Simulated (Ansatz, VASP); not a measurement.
**One calculation of CsRh3, two programs**

Contents of INCAR:

```
SYSTEM = CsRh3
PREC     = Accurate       ! precision mode
ENCUT    = 620            ! plane-wave cutoff, eV
EDIFF    = 1E-7           ! SCF threshold, eV
ISMEAR   = 0              ! smearing method
SIGMA    = 0.1            ! smearing width, eV
LREAL    = .False.        ! projectors in reciprocal space
LASPH    = .True.         ! aspherical terms in the spheres
NELM     = 120            ! most SCF steps
ALGO     = Normal         ! electronic algorithm
ISIF     = 3              ! what is computed and relaxed
LWAVE    = .False.        ! write WAVECAR
LCHARG   = .False.        ! write CHGCAR
GGA      = PE             ! functional
IBRION   = 2              ! ionic algorithm
NSW      = 90             ! ionic steps
EDIFFG   = -0.04          ! ionic threshold
GGA_COMPAT= .False.      
NELMIN   = 4
```

The input KPOINTS:

```
Automatic mesh
0
Gamma
  4 4 4
  0 0 0
```

POSCAR

```
CsRh3
1.0
    4.3454268198      0.0000000000      0.0000000000
    0.0000000000      4.3454268198      0.0000000000
    0.0000000000      0.0000000000      4.3454268198
Cs Rh
1 3
Direct
    0.0000000000      0.0000000000      0.0000000000
    0.0000000000      0.5000000000      0.5000000000
    0.5000000000      0.0000000000      0.5000000000
    0.5000000000      0.5000000000      0.0000000000
```

Input for Ansatz:

```yaml
crystal:
  lattice:
    - [4.3454268198, 0.0, 0.0]
    - [0.0, 4.3454268198, 0.0]
    - [0.0, 0.0, 4.3454268198]
  atoms:
    - { symbol: Cs, position: [0.0, 0.0, 0.0] }
    - { symbol: Rh, position: [0.0, 0.5, 0.5] }
    - { symbol: Rh, position: [0.5, 0.0, 0.5] }
    - { symbol: Rh, position: [0.5, 0.5, 0.0] }
basis:
  ecutwfc: 420
kpoints:
  mp_grid: { grid: [4, 4, 4] }
hamiltonian:
  xc: pbe
scf:
  occupations: { method: gaussian, width: 0.1 }
  lower_state_search: "off"
output:
  forces: true
  stress: true
  eigenvalues: true
relax:
  adjacent_minimum: "off"
  f_tol: 0.04
  max_steps: 70
  cell: { stress_tol: 0.4 }
```

Alike in both runs: task relaxation of cell and atoms; functional PBE; k mesh 4 × 4 × 4; occupations gaussian, width 0.1 eV; no spin polarisation.

```csv
,VASP,Ansatz
version,VASP 6.6.1,Ansatz 0.2.0
potentials or method,"VASP PAW PBE potentials, release 64 (Cs_sv, Rh_sv_GW), cutoff 620 eV","scalar-relativistic, plane waves, PAW"
valence electrons in the cell,60,60
```

|  | VASP | Ansatz | Ansatz less VASP |
| --- | --- | --- | --- |
| gap on the k mesh at the Fermi level, each at its own relaxed structure (eV) | none | none | - |
| relaxed volume (Å³/atom) | 18.48 | 18.18 | -0.296 |
| relaxed length of the cell vector where the two differ most in proportion (Å) | 4.197 | 4.174 | -0.0226 |

A gap of «none» marks a metal or a gap that the smearing closes.

The k mesh is coarse, so the values compare programs but aren't converged. Spin-orbit coupling is off throughout.
